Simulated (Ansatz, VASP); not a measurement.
# Ca2Sn2N: VASP beside Ansatz

Contents of INCAR:

```
ALGO = Normal ; EDIFF = 1E-6
ENCUT = 520 ; GGA = PE
ISIF = 2 ; ISMEAR = 0
LASPH = T ; LCHARG = F
LREAL = F ; LWAVE = F
NBANDS = 64 ; NELM = 80
PREC = Accurate ; SIGMA = 0.2
```

KPOINTS

```
k-points
0
Gamma
  6 6 1
```

Contents of POSCAR:

```
Ca2Sn2N
1.0
    3.5481627490      0.0000000000      0.0000000000
   -1.7740813745      3.0727990774      0.0000000000
    0.0000000000      0.0000000000     21.9160260584
Ca Sn N
4 4 2
Direct
    0.6666666667      0.3333333333      0.9426805348
    0.3333333333      0.6666666667      0.0573194652
    0.6666666667      0.3333333333      0.5573194652
    0.3333333333      0.6666666667      0.4426805348
    0.3333333333      0.6666666667      0.6844071339
    0.3333333333      0.6666666667      0.8155928661
    0.6666666667      0.3333333333      0.1844071339
    0.6666666667      0.3333333333      0.3155928661
    0.0000000000      0.0000000000      0.0000000000
    0.0000000000      0.0000000000      0.5000000000
```

Input for Ansatz:

```yaml
crystal:
  lattice:
    - [3.548162749, 0.0, 0.0]
    - [-1.7740813745, 3.0727990774, 0.0]
    - [0.0, 0.0, 21.9160260584]
  atoms:
    - { symbol: Ca, position: [0.6666666667, 0.3333333333, 0.9426805348] }
    - { symbol: Ca, position: [0.3333333333, 0.6666666667, 0.0573194652] }
    - { symbol: Ca, position: [0.6666666667, 0.3333333333, 0.5573194652] }
    - { symbol: Ca, position: [0.3333333333, 0.6666666667, 0.4426805348] }
    - { symbol: Sn, position: [0.3333333333, 0.6666666667, 0.6844071339] }
    - { symbol: Sn, position: [0.3333333333, 0.6666666667, 0.8155928661] }
    - { symbol: Sn, position: [0.6666666667, 0.3333333333, 0.1844071339] }
    - { symbol: Sn, position: [0.6666666667, 0.3333333333, 0.3155928661] }
    - { symbol: "N", position: [0.0, 0.0, 0.0] }
    - { symbol: "N", position: [0.0, 0.0, 0.5] }
basis:
  ecutwfc: 420
kpoints:
  mp_grid: { grid: [6, 6, 1] }
hamiltonian:
  xc: pbe
scf:
  occupations: { method: gaussian, width: 0.2 }
  lower_state_search: "off"
output:
  forces: true
  stress: true
  eigenvalues: true
```

Alike in both runs: task single point; functional PBE; k mesh 6 × 6 × 1; occupations gaussian, width 0.2 eV; no spin polarisation.

|  | VASP | Ansatz |
| --- | --- | --- |
| version | VASP 6.6.1 | Ansatz 0.2.0 |
| potentials or method | VASP PAW PBE potentials, release 64 (Ca_sv, Sn_d, N), cutoff 520 eV | scalar-relativistic, plane waves, PAW |
| valence electrons in the cell | 106 | 106 |

Ansatz gave:

| Property | Result |
| --- | --- |
| gap on the k mesh at the Fermi level (eV) | none |
| pressure (GPa) | 0.2 |
| traceless stress, the component that is largest in VASP (GPa) | 0.50 |
| rms of the force components (eV/Å) | 0.058 |

Which values does VASP return?

gap on the k mesh at the Fermi level (eV): none; pressure (GPa): 0.3; traceless stress, the component that is largest in VASP (GPa): 0.50; rms of the force components (eV/Å): 0.059.

Atom by atom the forces differ by 0.015 eV/Å (rms over components). A gap of «none» marks a metal or a gap that the smearing closes.
